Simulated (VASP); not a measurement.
# Ti (P6/mmm) in VASP: single point with r2SCAN

Aim: the single point of Ti with r2SCAN.

Program: VASP 6.6.1. These are calculated values, not measurements. Logs are shortened: lines on timing, memory, paths and dates and some standing lists are left out, and cuts for length are marked.

**1. The cell of the first run**

Symmetry: P6/mmm, No. 191, hexagonal system. Conventional cell: a = 4.725 Å, b = 4.725 Å, c = 2.874 Å, α = 90.00°, β = 90.00°, γ = 120.00°. Within 3.8 Å of Ti (site symmetry 6/mmm) lie 14 Ti at 2.87 to 3.08 Å. Within 3.6 Å of Ti (site symmetry -6m2) lie 11 Ti at 2.73 to 3.08 Å.

This isn't the form of Ti at room conditions, which is hcp.

**2. Single point, r2SCAN, collinear spin (18.52 Å³/atom)**

POSCAR

```
Ti
1.0
    4.7247673875      0.0000000000      0.0000000000
   -2.3623836938      4.0917685846      0.0000000000
    0.0000000000      0.0000000000      2.8739846809
Ti
3
Direct
    1.0000000000      1.0000000000      0.0000000000
    0.3333333333      0.6666666667      0.5000000000
    0.6666666667      0.3333333333      0.5000000000
```

INCAR.step1

```
SYSTEM = Ti
PREC = Accurate
ENCUT = 520
ISMEAR = -1
SIGMA = 0.05
LREAL = .False.
LASPH = .True.
NELM = 150
ISPIN = 2
MAGMOM = -0.461 0.334 0.334
LMAXMIX = 4
NBANDS = 29
GGA = PE
ALGO = Normal
EDIFF = 1E-4
LWAVE = .True.
LCHARG = .False.
```

INCAR.step2

```
SYSTEM = Ti
PREC = Accurate
ENCUT = 520
EDIFF = 1E-6
ISMEAR = -1
SIGMA = 0.05
LREAL = .False.
LASPH = .True.
NELM = 150
ALGO = Normal
ISIF = 2
LWAVE = .False.
LCHARG = .False.
ISPIN = 2
MAGMOM = -0.461 0.334 0.334
LORBIT = 11
LMAXMIX = 4
METAGGA = R2SCAN
LMIXTAU = .True.
NBANDS = 29
ISTART = 1
```

KPOINTS

```
Automatic mesh
0
Gamma
  11 11 15
  0 0 0
```

Potentials or basis: VASP PAW PBE potentials, release 64 (Ti_sv).

On the command line:

```console
$ cat potpaw_PBE.64/Ti_sv/POTCAR > POTCAR
$ cp INCAR.step1 INCAR
$ mpirun -np 1 vasp_std > vasp.out
$ cp INCAR.step2 INCAR
$ mpirun -np 1 vasp_std > vasp.out
```

OUTCAR:

```text
SYSTEM = Ti
   PREC = Accurate
   ENCUT = 520
   EDIFF = 1E-6
   ISMEAR = -1
   LREAL = .False.
   LASPH = .True.
   NELM = 150
   ISIF = 2
   ISPIN = 2
   LORBIT = 11
   METAGGA = R2SCAN
   ISTART = 1

 ion  position               nearest neighbor table
   1  0.000  0.000  0.000-
   2  0.333  0.667  0.500-   3 2.73   3 2.73   3 2.73
   3  0.667  0.333  0.500-   2 2.73   2 2.73   2 2.73

  LATTYP: Found a hexagonal cell.
 ALAT       =     4.7247673875
 C/A-ratio  =     0.6082806719

  Lattice vectors:

 A1 = (   4.7247673875,   0.0000000000,   0.0000000000)
 A2 = (  -2.3623836938,   4.0917685846,   0.0000000000)
 A3 = (   0.0000000000,   0.0000000000,   2.8739846809)

Analysis of symmetry for initial positions (statically):
=====================================================================
 Subroutine PRICEL returns:
 Original cell was already a primitive cell.

 Routine SETGRP: Setting up the symmetry group for a
 hexagonal supercell.

 Subroutine GETGRP returns: Found 24 space group operations
 (whereof 24 operations were pure point group operations)
 out of a pool of 24 trial point group operations.

The static configuration has the point symmetry D_6h.

Analysis of symmetry for dynamics (positions and initial velocities):
=====================================================================
 Subroutine PRICEL returns:
 Original cell was already a primitive cell.

 Routine SETGRP: Setting up the symmetry group for a
 hexagonal supercell.

 Subroutine GETGRP returns: Found 24 space group operations
 (whereof 24 operations were pure point group operations)
 out of a pool of 24 trial point group operations.

The dynamic configuration has the point symmetry D_6h.

Analysis of structural, dynamic, and magnetic symmetry:
=====================================================================
 Subroutine PRICEL returns:
 Original cell was already a primitive cell.

 Routine SETGRP: Setting up the symmetry group for a
 hexagonal supercell.

 Subroutine GETGRP returns: Found 24 space group operations
 (whereof 24 operations were pure point group operations)
 out of a pool of 24 trial point group operations.

The overall configuration has the point symmetry D_6h.

 Subroutine INISYM returns: Found 24 space group operations
 (whereof 24 operations are pure point group operations),
 and found     1 'primitive' translations

----------------------------------------------------------------------------------------
[... 115 lines left out ...]
     AMIX_MAG =   1.60;   BMIX_MAG =  1.00
  volume/ion in A,a.u.               =      18.52       124.98
  Fermi-wavevector in a.u.,A,eV,Ry     =   1.416610  2.677005 27.303958  2.006784
  Thomas-Fermi vector in A             =   2.537927
   LORBIT       =     11    0 simple, 1 ext, 2 COOP (PROOUT), +10 PAW based schemes
   METAGGA = R2SCAN    functional components
   LHFCALC =     F    Hartree Fock is set to
   AEXX    =    0.0000 exact exchange contribution
   IVDW    =     0    specifies the selected vdW correction
   LEPSILON=     F    determine dielectric tensor
   LRPA    =     F    only Hartree local field effects (RPA)
 spin polarized calculation
  energy-cutoff  :      520.00
  volume of cell :       55.56
 maximum number of plane-waves:      1529
 NGX is ok and might be reduce to    36
   NGX = 17   NGY = 17   NGZ = 11

 number of electron      36.0000022 magnetization       0.0063631

 number of electron      36.0000022 magnetization      -0.0390273

 Free energy of the ion-electron system (eV)
  ---------------------------------------------------
  ext. energy  EPLUGINS =         0.00000000
  ---------------------------------------------------
  free energy    TOTEN  =       -38.78953404 eV

  energy without entropy =      -38.77150221  energy(sigma->0) =      -38.78051812

 E-fermi :   7.5865     XC(G=0): -12.0726

 val. band max:        7.5810919618   @ k =   0.3636   0.2727   0.2000
 cond. band min:       7.5885723651   @ k =   0.2727   0.0909   0.0000
 fundamental gap:      0.0074804033
 Fermi energy:         7.5865023875

 spin component 1

 k-point     1 :       0.0000    0.0000    0.0000
  band No.  band energies     occupation
      1     -51.8557      1.00000
      2     -51.5262      1.00000
      3     -51.4052      1.00000
      4     -27.0832      1.00000
      5     -27.0831      1.00000
      6     -26.8890      1.00000
[... 757 lines left out ...]
     28      11.0865      0.00000
     29      12.4306      0.00000

 [... further k-points ...]

 spin component 2

 k-point     1 :       0.0000    0.0000    0.0000
  band No.  band energies     occupation
      1     -51.7601      1.00000
      2     -51.5967      1.00000
      3     -51.4817      1.00000
      4     -27.0026      1.00000
      5     -27.0024      1.00000
      6     -26.9586      1.00000
[... 757 lines left out ...]
     28      11.0781      0.00000
     29      12.4152      0.00000

 [... further k-points ...]
[... 5 lines left out ...]
  --------------------------------------------------------------------------------------
  -------------------------------------------------------------------------------------
  Total       -2.9399480     -2.9399480     -2.1352421      0.0000000      0.0000000     -0.0000000
  in kB      -84.7762663    -84.7762663    -61.5717875      0.0000000      0.0000000     -0.0000000
  external PRESSURE =     -77.0414400 kB  Pullay stress =       0.0000000 kB

 VOLUME and BASIS-vectors are now :
 -----------------------------------------------------------------------------
  energy-cutoff  :      520.00
  volume of cell :       55.56
      direct lattice vectors                 reciprocal lattice vectors
     4.724767388  0.000000000  0.000000000     0.211650631  0.122196549  0.000000000
    -2.362383694  4.091768585  0.000000000     0.000000000  0.244393098  0.000000000
     0.000000000  0.000000000  2.873984681     0.000000000  0.000000000  0.347948967

 POSITION                                       TOTAL-FORCE (eV/Angst)
 -----------------------------------------------------------------------------------
      0.00000      0.00000      0.00000        -0.000000      0.000000     -0.000000
     -0.00000      2.72785      1.43699        -0.000000      0.000000     -0.000000
      2.36238      1.36392      1.43699         0.000000     -0.000000      0.000000
 -----------------------------------------------------------------------------------
    total drift:                                0.000000      0.000000     -0.000000

  FREE ENERGIE OF THE ION-ELECTRON SYSTEM (eV)
  ---------------------------------------------------
  free  energy   TOTEN  =       -38.7895340403 eV

  energy  without entropy=      -38.7715022076  energy(sigma->0) =      -38.78051812

 total charge

# of ion       s       p       d       tot
------------------------------------------
    1        2.223   6.141   1.703  10.067
    2        2.228   6.114   1.843  10.185
    3        2.228   6.114   1.843  10.185
--------------------------------------------------
tot          6.680  18.369   5.389  30.438

 magnetization (x)

# of ion       s       p       d       tot
------------------------------------------
    1        0.002   0.005   0.078   0.084
    2       -0.002  -0.001  -0.061  -0.064
    3       -0.002  -0.001  -0.061  -0.064
--------------------------------------------------
tot         -0.002   0.002  -0.045  -0.044
```

OSZICAR.step1:

```text
N       E                     dE             d eps       ncg     rms          rms(c)
DAV:   1     0.448285910027E+03    0.44829E+03   -0.17650E+04 14864   0.149E+03
DAV:   2     0.234097419543E+02   -0.42488E+03   -0.41402E+03 15093   0.464E+02
DAV:   3    -0.227912131256E+02   -0.46201E+02   -0.44942E+02 24550   0.134E+02
DAV:   4    -0.267305212316E+02   -0.39393E+01   -0.38930E+01 21068   0.352E+01
DAV:   5    -0.269193504125E+02   -0.18883E+00   -0.18875E+00 20579   0.631E+00    0.142E+01
DAV:   6    -0.234271668433E+02    0.34922E+01   -0.12636E+01 18097   0.287E+01    0.349E+00
DAV:   7    -0.234829152871E+02   -0.55748E-01   -0.12672E+00 21429   0.984E+00    0.370E+00
DAV:   8    -0.234204237688E+02    0.62492E-01   -0.78610E-01 20827   0.517E+00    0.244E+00
DAV:   9    -0.234141192329E+02    0.63045E-02   -0.12563E-01 18937   0.358E+00    0.115E+00
DAV:  10    -0.234236111915E+02   -0.94920E-02   -0.31944E-02 19036   0.141E+00    0.308E-01
DAV:  11    -0.234234072769E+02    0.20391E-03   -0.49493E-03 21528   0.496E-01    0.114E-01
DAV:  12    -0.234236661935E+02   -0.25892E-03   -0.10580E-03 19742   0.229E-01    0.645E-02
DAV:  13    -0.234237149462E+02   -0.48753E-04   -0.32030E-04 12302   0.868E-02
   1 F= -.23423715E+02 E0= -.23411789E+02  d E =-.238516E-01  mag=     0.0100
```

Wall time 55 min (1 thread of Oxide Virtual Turin-like, shared host); peak memory 0.38 GiB.

What came out:

| Item | Value |
| --- | --- |
| Free energy | -38.7895 eV |
| Pressure | -7.7 GPa |
| Band gap on the k mesh | zero (filled and empty bands overlap) |
| Net moment | -0.04 μB per cell |
| Site moments | Ti +0.08, -0.06 (each value once) μB |
| Valence electrons inside the program's atomic spheres | Ti 10.07, 10.19 (each value once) |

Levels at points of the mesh, in eV from the Fermi level:
Spin up:
```csv
k point,band 15,band 16,band 17,band 18,band 19,band 20,band 21,band 22
"(0.00, 0.00, 0.00)",-0.75,-0.75,-0.75,-0.75,0.01,0.69,1.35,1.35
```
Spin down:
```csv
k point,band 14,band 15,band 16,band 17,band 18,band 19,band 20,band 21,band 22,band 23
"(0.00, 0.00, 0.00)",-1.79,-0.76,-0.76,-0.75,-0.75,-0.16,0.71,1.33,1.33,1.93
```

Caveat: the cell stands under tension; the PAW data sets were made with another functional, which shifts forces and pressure a little.
